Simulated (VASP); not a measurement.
Wanted: the native input for a VASP 6.6.1 run.

```yaml
Task: single point
Functional: LDA
Potentials_or_basis: VASP PAW LDA potentials, release 64 (Pt_sv_GW, Fe_sv)
Cutoff: 690 eV
k_mesh: 10 × 10 × 7
Occupations: fermi-dirac, width 0.05 eV
Spin: collinear spin, ferromagnetic start
Starting_moments: "[0.0, 3.0] μB"
Dipole_correction: no
Further_INCAR_settings: ALGO = Normal; EDIFF = 1e-06; NBANDS = 28
```

The structure of FePt lies in POSCAR:

```
FePt
1.0
    2.7415369495      0.0000000000      0.0000000000
    0.0000000000      2.7415369495      0.0000000000
    0.0000000000      0.0000000000      3.7446364796
Pt Fe
1 1
Direct
    0.5000000000      0.5000000000      0.5000000000
    0.0000000000      0.0000000000      0.0000000000
```

One way to write it, as run:

INCAR

```
SYSTEM = FePt
PREC     = Accurate       ! precision mode
ENCUT    = 690            ! plane-wave cutoff, eV
EDIFF    = 1E-6           ! SCF threshold, eV
ISMEAR   = -1             ! smearing method
SIGMA    = 0.05           ! smearing width, eV
LREAL    = .FALSE.        ! projectors in reciprocal space
LASPH    = .TRUE.         ! aspherical terms in the spheres
NELM     = 200            ! most SCF steps
ALGO     = Normal         ! electronic algorithm
ISIF     = 2              ! what is computed and relaxed
LWAVE    = .FALSE.        ! write WAVECAR
LCHARG   = .TRUE.         ! write CHGCAR
ISPIN    = 2              ! spin polarisation
MAGMOM   = 0 3            ! initial moments
LORBIT   = 11             ! projections on sites
LMAXMIX  = 4              ! l up to which the mixer works
LELF     = .TRUE.         ! ELF
LVHAR    = .TRUE.       
NBANDS   = 28             ! bands
GGA_COMPAT= .FALSE.
```

KPOINTS

```
Automatic mesh
0
G
  10 10 7
  0 0 0
```

Potentials or basis: VASP PAW LDA potentials, release 64 (Pt_sv_GW, Fe_sv).

Launch:

```sh
$ cat potpaw_LDA.64/Pt_sv_GW/POTCAR potpaw_LDA.64/Fe_sv/POTCAR > POTCAR
$ mpirun -np 1 vasp_std > vasp.out
```

It gave:

```json
{"Pressure": "-16.9 GPa", "Net moment": "3.22 μB per cell", "Site moments": "Pt +0.35; Fe +2.74 μB", "Valence electrons inside the program's atomic spheres": "Pt 18.35; Fe 13.67"}
```

Caveat: the cell stands under tension.

Wall time 2.1 min on 1 thread of Intel(R) Xeon(R) Platinum 8259CL CPU @ 2.50GHz (Skylake/Cascade Lake), on a shared host, peak memory 0.27 GiB.
